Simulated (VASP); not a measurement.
# Rh (Fm-3m) in VASP: further runs

The runs below take Rh through electric field gradients, with PBE.

Program: VASP 6.6.1. These are calculated values, not measurements. Logs are shortened: lines on timing, memory, paths and dates and some standing lists are left out, and cuts for length are marked.

## (1) The cell of the first run

The structure is cubic, space group Fm-3m (No. 225). Conventional cell: a = 3.726 Å, b = 3.726 Å, c = 3.726 Å, α = 90.00°, β = 90.00°, γ = 90.00°. Rh (site symmetry m-3m) has 12 Rh at 2.63 Å within 3.5 Å.

## (2) Electric field gradients, PBE (volume scaled by 0.9405)

File INCAR:

```
SYSTEM = Rh
PREC     = Accurate       ! precision mode
ENCUT    = 520            ! plane-wave cutoff, eV
EDIFF    = 1E-8           ! SCF threshold, eV
ISMEAR   = -1             ! smearing method
SIGMA    = 0.03           ! smearing width, eV
LREAL    = .FALSE.        ! projectors in reciprocal space
LASPH    = .TRUE.         ! aspherical terms in the spheres
NELM     = 100            ! most SCF steps
ALGO     = Normal         ! electronic algorithm
ISIF     = 2              ! what is computed and relaxed
LWAVE    = .FALSE.        ! write WAVECAR
LCHARG   = .FALSE.        ! write CHGCAR
GGA      = PE             ! functional
LEFG     = .TRUE.       
NBANDS   = 14             ! bands
```

File KPOINTS:

```
regular mesh
0
G
  16 16 16
  0 0 0
```

File POSCAR:

```
Rh
1.0
    0.0000000000      1.8630621781      1.8630621781
    1.8630621781      0.0000000000      1.8630621781
    1.8630621781      1.8630621781      0.0000000000
Rh
1
Direct
    0.0000000000      0.0000000000      0.0000000000
```

Potentials or basis: VASP PAW PBE potentials, release 64 (Rh_pv).

Command:

```
$ cat potpaw_PBE.64/Rh_pv/POTCAR > POTCAR
$ mpirun -np 1 vasp_std > vasp.out
```

OUTCAR:

```text
SYSTEM = Rh
   PREC = Accurate
   ENCUT = 520
   EDIFF = 1E-8
   ISMEAR = -1
   LREAL = .FALSE.
   LASPH = .TRUE.
   NELM = 100
   ISIF = 2
   GGA = PE

 ion  position               nearest neighbor table
   1  0.000  0.000  0.000-

  LATTYP: Found a face centered cubic cell.
 ALAT       =     3.7261243562

  Lattice vectors:

 A1 = (   0.0000000000,   1.8630621781,   1.8630621781)
 A2 = (   1.8630621781,   0.0000000000,   1.8630621781)
 A3 = (   1.8630621781,   1.8630621781,   0.0000000000)

Analysis of symmetry for initial positions (statically):
=====================================================================
 Subroutine PRICEL returns:
 Original cell was already a primitive cell.

 Routine SETGRP: Setting up the symmetry group for a
 face centered cubic supercell.

 Subroutine GETGRP returns: Found 48 space group operations
 (whereof 48 operations were pure point group operations)
 out of a pool of 48 trial point group operations.

The static configuration has the point symmetry O_h .

Analysis of symmetry for dynamics (positions and initial velocities):
=====================================================================
 Subroutine PRICEL returns:
 Original cell was already a primitive cell.

 Routine SETGRP: Setting up the symmetry group for a
 face centered cubic supercell.

 Subroutine GETGRP returns: Found 48 space group operations
 (whereof 48 operations were pure point group operations)
 out of a pool of 48 trial point group operations.

The dynamic configuration has the point symmetry O_h .

 Subroutine INISYM returns: Found 48 space group operations
 (whereof 48 operations are pure point group operations),
 and found     1 'primitive' translations

----------------------------------------------------------------------------------------

                                     Primitive cell

  volume of cell :      12.9334

  direct lattice vectors                    reciprocal lattice vectors
     0.000000000  1.863062178  1.863062178    -0.268375369  0.268375369  0.268375369
     1.863062178  0.000000000  1.863062178     0.268375369 -0.268375369  0.268375369
     1.863062178  1.863062178  0.000000000     0.268375369  0.268375369 -0.268375369

  length of vectors
     2.634767800  2.634767800  2.634767800     0.464839775  0.464839775  0.464839775

  position of ions in fractional coordinates (direct lattice)
     0.000000000  0.000000000  0.000000000

  ion indices of the primitive-cell ions
   primitive index   ion index
                 1           1

----------------------------------------------------------------------------------------

 KPOINTS: regular mesh

Automatic generation of k-mesh.
 Grid dimensions read from file:
 generate k-points for:   16   16   16

 Generating k-lattice:

  Cartesian coordinates                     Fractional coordinates (reciprocal lattice)
    -0.016773461  0.016773461  0.016773461     0.062500000  0.000000000  0.000000000
     0.016773461 -0.016773461  0.016773461     0.000000000  0.062500000  0.000000000
     0.016773461  0.016773461 -0.016773461     0.000000000  0.000000000  0.062500000

  Length of vectors
     0.029052486  0.029052486  0.029052486

  Shift w.r.t. Gamma in fractional coordinates (k-lattice)
     0.000000000  0.000000000  0.000000000

 Subroutine IBZKPT returns following result:
 ===========================================

 Found    145 irreducible k-points:

 Following reciprocal coordinates:
            Coordinates               Weight
  0.000000  0.000000  0.000000      1.000000
  0.062500  0.000000  0.000000      8.000000
  0.125000  0.000000  0.000000      8.000000
  0.187500  0.000000  0.000000      8.000000
  0.250000  0.000000  0.000000      8.000000
  0.312500  0.000000  0.000000      8.000000
[... 16 lines left out ...]
 -0.125000  0.062500  0.000000     24.000000
 -0.062500  0.062500  0.000000     12.000000
 [... further k-points ...]
   k-points           NKPTS =    145   k-points in BZ     NKDIM =    145   number of bands    NBANDS=     14
   number of dos      NEDOS =    301   number of ions     NIONS =      1
   total plane-waves  NPLWV =   8000
   dimension x,y,z NGX =    20 NGY =   20 NGZ =   20
   dimension x,y,z NGXF=    40 NGYF=   40 NGZF=   40
   ions per type =               1
   NGX,Y,Z   is equivalent  to a cutoff of  12.62, 12.62, 12.62 a.u.
   NGXF,Y,Z  is equivalent  to a cutoff of  25.24, 25.24, 25.24 a.u.
 SYSTEM =  Rh
   PREC   = accura    normal or accurate (medium, high low for compatibility)
   ISTART =      0    job   : 0-new  1-cont  2-samecut
   ICHARG =      2    charge: 1-file 2-atom 10-const
   ISPIN  =      1    spin polarized calculation?
   LNONCOLLINEAR =      F non collinear calculations
   LSORBIT =      F    spin-orbit coupling
   LASPH  =      T    aspherical Exc in radial PAW
   ENCUT  =  520.0 eV  38.22 Ry    6.18 a.u.   4.90  4.90  4.90*2*pi/ulx,y,z
   NELM   =    100;   NELMIN=  2; NELMDL= -5     # of ELM steps
   EDIFF  = 0.1E-07   stopping-criterion for ELM
   LREAL  =      F    real-space projection
   EDIFFG = 0.1E-06   stopping-criterion for IOM
   NSW    =      0    number of steps for IOM
   IBRION =     -1    ionic relax: 0-MD 1-quasi-New 2-CG
   NFREE  =      0    steps in history (QN), initial steepest desc. (CG)
   ISIF   =      2    stress and relaxation
   ISYM   =      2    0-nonsym 1-usesym 2-fastsym
   POTIM  = 0.5000    time-step for ionic-motion
   TEBEG  =    0.0;   TEEND  =   0.0 temperature during run
   PSTRESS=    0.0 pullay stress
   NELECT =      15.0000    total number of electrons
   NUPDOWN=      -1.0000    fix difference up-down
   EMIN   =  10.00;   EMAX   =-10.00  energy-range for DOS
   EFERMI =   0.00;   METHOD = LEGACY
   ISMEAR =    -1;   SIGMA  =   0.03  broadening in eV -4-tet -1-fermi 0-gaus
   EFERMI_NEDOS =   21; number of points for ismear=-14 and -15
   IALGO  =     38    algorithm
   IMIX   =      4    mixing-type and parameters
     AMIX     =   0.40;   BMIX     =  1.00
     AMIX_MAG =   1.60;   BMIX_MAG =  1.00
  volume/ion in A,a.u.               =      12.93        87.28
  Fermi-wavevector in a.u.,A,eV,Ry     =   1.720024  3.250375 40.252611  2.958483
  Thomas-Fermi vector in A             =   2.796541
   LORBIT       =      0    0 simple, 1 ext, 2 COOP (PROOUT), +10 PAW based schemes
   GGA     = PE    functional components
   LHFCALC =     F    Hartree Fock is set to
   AEXX    =    0.0000 exact exchange contribution
   IVDW    =     0    specifies the selected vdW correction
   LEPSILON=     F    determine dielectric tensor
   LRPA    =     F    only Hartree local field effects (RPA)
 non-spin polarized calculation
  energy-cutoff  :      520.00
  volume of cell :       12.93
 maximum number of plane-waves:       360
   NGX =  9   NGY =  9   NGZ =  9

 number of electron      14.9999996 magnetization

 Free energy of the ion-electron system (eV)
  ---------------------------------------------------
  ext. energy  EPLUGINS =         0.00000000
  ---------------------------------------------------
  free energy    TOTEN  =        -7.17483557 eV

  energy without entropy =       -7.17061866  energy(sigma->0) =       -7.17272712

 E-fermi :  13.0473     XC(G=0): -14.4295

 val. band max:       13.0422972176   @ k =   0.3125   0.2500   0.0000
 cond. band min:      13.0498195455   @ k =  -0.3750   0.2500   0.0000
 fundamental gap:      0.0075223279
 Fermi energy:        13.0473492893

 k-point     1 :       0.0000    0.0000    0.0000
  band No.  band energies     occupation
      1     -33.4204      2.00000
      2     -33.4204      2.00000
      3     -33.4204      2.00000
      4       4.6477      2.00000
      5       9.6814      2.00000
      6       9.6814      2.00000
      7       9.6814      2.00000
      8      11.9794      2.00000
      9      11.9794      2.00000
     10      28.9952      0.00000
     11      33.4203      0.00000
     12      34.8096      0.00000
     13      34.8096      0.00000
     14      34.8096      0.00000

 k-point     2 :       0.0625    0.0000    0.0000
  band No.  band energies     occupation
      1     -33.4562      2.00000
      2     -33.4252      2.00000
      3     -33.4252      2.00000
      4       4.8148      2.00000
      5       9.6039      2.00000
      6       9.7484      2.00000
      7       9.7484      2.00000
      8      11.9402      2.00000
      9      11.9402      2.00000
     10      29.2515      0.00000
[... 362 lines left out ...]
 k-point    24 :      -0.0625    0.0625    0.0000
  band No.  band energies     occupation
      1     -33.5064      2.00000
      2     -33.4462      2.00000
      3     -33.4269      2.00000
      4       5.0847      2.00000
      5       9.4592      2.00000
      6       9.8401      2.00000
      7       9.8937      2.00000
      8      11.7689      2.00000
      9      12.0052      2.00000
     10      29.6531      0.00000
     11      33.0961      0.00000
     12      33.4252      0.00000
     13      34.9348      0.00000
     14      35.7288      0.00000

 [... further k-points ...]
[... 5 lines left out ...]
  --------------------------------------------------------------------------------------
  -------------------------------------------------------------------------------------
  Total        2.1283127      2.1283127      2.1283127      0.0000000     -0.0000000     -0.0000000
  in kB      263.6537635    263.6537635    263.6537635      0.0000000     -0.0000000     -0.0000000
  external PRESSURE =     263.6537635 kB  Pullay stress =       0.0000000 kB

 VOLUME and BASIS-vectors are now :
 -----------------------------------------------------------------------------
  energy-cutoff  :      520.00
  volume of cell :       12.93
      direct lattice vectors                 reciprocal lattice vectors
     0.000000000  1.863062178  1.863062178    -0.268375369  0.268375369  0.268375369
     1.863062178  0.000000000  1.863062178     0.268375369 -0.268375369  0.268375369
     1.863062178  1.863062178  0.000000000     0.268375369  0.268375369 -0.268375369

 POSITION                                       TOTAL-FORCE (eV/Angst)
 -----------------------------------------------------------------------------------
      0.00000      0.00000      0.00000        -0.000000     -0.000000     -0.000000
 -----------------------------------------------------------------------------------
    total drift:                                0.000000      0.000000      0.000000

  FREE ENERGIE OF THE ION-ELECTRON SYSTEM (eV)
  ---------------------------------------------------
  free  energy   TOTEN  =        -7.1748355676 eV

  energy  without entropy=       -7.1706186639  energy(sigma->0) =       -7.17272712

 Electric field gradients (V/A^2)
---------------------------------------------------------------------
 ion       V_xx      V_yy      V_zz      V_xy      V_xz      V_yz
---------------------------------------------------------------------
   1      -0.000     0.000     0.000     0.001     0.001     0.001
---------------------------------------------------------------------

 Electric field gradients after diagonalization (V/A^2)
 (convention: |V_zz| > |V_xx| > |V_yy|)
----------------------------------------------------------------------
 ion       V_xx      V_yy      V_zz     asymmetry (V_yy - V_xx)/ V_zz
----------------------------------------------------------------------
   1      -0.001    -0.001     0.002       0.000
----------------------------------------------------------------------

           NMR quadrupolar parameters

 Cq : quadrupolar parameter    Cq=e*Q*V_zz/h
 eta: asymmetry parameters     (V_yy - V_xx)/ V_zz
 Q  : nuclear electric quadrupole moment in mb (millibarn)
----------------------------------------------------------------------
 ion       Cq(MHz)       eta       Q (mb)
----------------------------------------------------------------------
   1       0.000       0.000       1.000
----------------------------------------------------------------------
```

Run time: 24 s. Hardware: 1 thread of Intel Xeon Platinum 8259CL at 2.50GHz (Skylake/Cascade Lake), shared host; peak memory 0.14 GiB.

What came out:

- Free energy: -7.1748 eV
- Pressure: 26.4 GPa

Caveat: without QUAD_EFG the Cq values of the log hold for a quadrupole moment of 1 mb, not for the nuclei.

## (3) Electric field gradients, PBE (volume scaled by 0.9405)

File INCAR:

```
PREC = Accurate ; ENCUT = 520
EDIFF = 1E-8 ; ISMEAR = -1
SIGMA = 0.03 ; LREAL = False
LASPH = True ; NELM = 60
ALGO = Normal ; ISIF = 2
LWAVE = False ; LCHARG = False
GGA = PE ; LEFG = True
NBANDS = 14
```

File KPOINTS:

```
regular mesh
0
Gamma
  16 16 16
```

POSCAR is that of step 2.

Potentials or basis: VASP PAW PBE potentials, release 64 (Rh_pv).

Command:

```
$ cat potpaw_PBE.64/Rh_pv/POTCAR > POTCAR
$ mpirun -np 1 vasp_std > vasp.out
```

OUTCAR:

```text
PREC = Accurate
   ENCUT = 520
   EDIFF = 1E-8
   ISMEAR = -1
   LREAL = False
   LASPH = True
   NELM = 60
   ISIF = 2
   GGA = PE

 ion  position               nearest neighbor table
   1  0.000  0.000  0.000-

  LATTYP: Found a face centered cubic cell.
 ALAT       =     3.7261243562

  Lattice vectors:

 A1 = (   0.0000000000,   1.8630621781,   1.8630621781)
 A2 = (   1.8630621781,   0.0000000000,   1.8630621781)
 A3 = (   1.8630621781,   1.8630621781,   0.0000000000)

Analysis of symmetry for initial positions (statically):
=====================================================================
 Subroutine PRICEL returns:
 Original cell was already a primitive cell.

 Routine SETGRP: Setting up the symmetry group for a
 face centered cubic supercell.

 Subroutine GETGRP returns: Found 48 space group operations
 (whereof 48 operations were pure point group operations)
 out of a pool of 48 trial point group operations.

The static configuration has the point symmetry O_h .

Analysis of symmetry for dynamics (positions and initial velocities):
=====================================================================
 Subroutine PRICEL returns:
 Original cell was already a primitive cell.

 Routine SETGRP: Setting up the symmetry group for a
 face centered cubic supercell.

 Subroutine GETGRP returns: Found 48 space group operations
 (whereof 48 operations were pure point group operations)
 out of a pool of 48 trial point group operations.

The dynamic configuration has the point symmetry O_h .

 Subroutine INISYM returns: Found 48 space group operations
[... 153 lines left out ...]
      3     -33.4204      2.00000
      4       4.6477      2.00000
      5       9.6814      2.00000
      6       9.6814      2.00000
      7       9.6814      2.00000
      8      11.9794      2.00000
      9      11.9794      2.00000
     10      28.9952      0.00000
     11      33.4203      0.00000
     12      34.8096      0.00000
     13      34.8096      0.00000
     14      34.8096      0.00000
[... 377 lines left out ...]
      1     -33.5064      2.00000
      2     -33.4462      2.00000
      3     -33.4269      2.00000
      4       5.0847      2.00000
      5       9.4592      2.00000
      6       9.8401      2.00000
      7       9.8937      2.00000
      8      11.7689      2.00000
      9      12.0052      2.00000
     10      29.6531      0.00000
     11      33.0961      0.00000
     12      33.4252      0.00000
     13      34.9348      0.00000
     14      35.7288      0.00000

 [... further k-points ...]
[... 5 lines left out ...]
  --------------------------------------------------------------------------------------
  -------------------------------------------------------------------------------------
  Total        2.1283127      2.1283127      2.1283127      0.0000000     -0.0000000     -0.0000000
  in kB      263.6537635    263.6537635    263.6537635      0.0000000     -0.0000000     -0.0000000
  external PRESSURE =     263.6537635 kB  Pullay stress =       0.0000000 kB

 VOLUME and BASIS-vectors are now :
 -----------------------------------------------------------------------------
  energy-cutoff  :      520.00
  volume of cell :       12.93
      direct lattice vectors                 reciprocal lattice vectors
     0.000000000  1.863062178  1.863062178    -0.268375369  0.268375369  0.268375369
     1.863062178  0.000000000  1.863062178     0.268375369 -0.268375369  0.268375369
     1.863062178  1.863062178  0.000000000     0.268375369  0.268375369 -0.268375369

 POSITION                                       TOTAL-FORCE (eV/Angst)
 -----------------------------------------------------------------------------------
      0.00000      0.00000      0.00000        -0.000000     -0.000000     -0.000000
 -----------------------------------------------------------------------------------
    total drift:                                0.000000      0.000000      0.000000

  FREE ENERGIE OF THE ION-ELECTRON SYSTEM (eV)
  ---------------------------------------------------
  free  energy   TOTEN  =        -7.1748355676 eV

  energy  without entropy=       -7.1706186639  energy(sigma->0) =       -7.17272712

 Electric field gradients (V/A^2)
---------------------------------------------------------------------
 ion       V_xx      V_yy      V_zz      V_xy      V_xz      V_yz
---------------------------------------------------------------------
   1      -0.000     0.000     0.000     0.001     0.001     0.001
---------------------------------------------------------------------

 Electric field gradients after diagonalization (V/A^2)
 (convention: |V_zz| > |V_xx| > |V_yy|)
----------------------------------------------------------------------
 ion       V_xx      V_yy      V_zz     asymmetry (V_yy - V_xx)/ V_zz
----------------------------------------------------------------------
   1      -0.001    -0.001     0.002       0.000
----------------------------------------------------------------------

           NMR quadrupolar parameters

 Cq : quadrupolar parameter    Cq=e*Q*V_zz/h
 eta: asymmetry parameters     (V_yy - V_xx)/ V_zz
 Q  : nuclear electric quadrupole moment in mb (millibarn)
----------------------------------------------------------------------
 ion       Cq(MHz)       eta       Q (mb)
----------------------------------------------------------------------
   1       0.000       0.000       1.000
----------------------------------------------------------------------
```

OSZICAR:

```text
N       E                     dE             d eps       ncg     rms          rms(c)
DAV:   1     0.117193692829E+03    0.11719E+03   -0.87592E+03  4106   0.116E+03
DAV:   2    -0.616192409913E+01   -0.12336E+03   -0.11778E+03  4516   0.340E+02
DAV:   3    -0.765110519195E+01   -0.14892E+01   -0.14869E+01  4858   0.411E+01
DAV:   4    -0.765624964178E+01   -0.51444E-02   -0.51442E-02  4498   0.247E+00
DAV:   5    -0.765629229846E+01   -0.42657E-04   -0.42658E-04  4762   0.198E-01    0.119E+01
DAV:   6    -0.720080636347E+01    0.45549E+00   -0.71794E-01  4282   0.119E+01    0.448E+00
DAV:   7    -0.717865839699E+01    0.22148E-01   -0.24029E-02  4696   0.203E+00    0.191E+00
DAV:   8    -0.717508556705E+01    0.35728E-02   -0.49020E-03  4216   0.964E-01    0.292E-01
DAV:   9    -0.717483315993E+01    0.25241E-03   -0.23048E-04  4252   0.217E-01    0.135E-02
DAV:  10    -0.717483543999E+01   -0.22801E-05   -0.31195E-06  4552   0.218E-02    0.481E-03
DAV:  11    -0.717483562900E+01   -0.18901E-06   -0.59700E-07  4474   0.109E-02    0.643E-04
DAV:  12    -0.717483554494E+01    0.84056E-07   -0.90731E-09  3014   0.141E-03    0.784E-05
DAV:  13    -0.717483556642E+01   -0.21474E-07   -0.48207E-10  2156   0.297E-04    0.485E-05
DAV:  14    -0.717483556759E+01   -0.11764E-08   -0.10635E-10  2066   0.139E-04
   1 F= -.71748356E+01 E0= -.71727271E+01  d E =-.421690E-02
```

It took 22 s on 1 thread of Intel Xeon Platinum 8259CL at 2.50GHz (Skylake/Cascade Lake), shared host; peak memory 0.14 GiB.

What came out:

* Free energy: -7.1748 eV
* Pressure: 26.4 GPa

Caveat: without QUAD_EFG the Cq values of the log hold for a quadrupole moment of 1 mb, not for the nuclei.

[end of part 1 of 2]
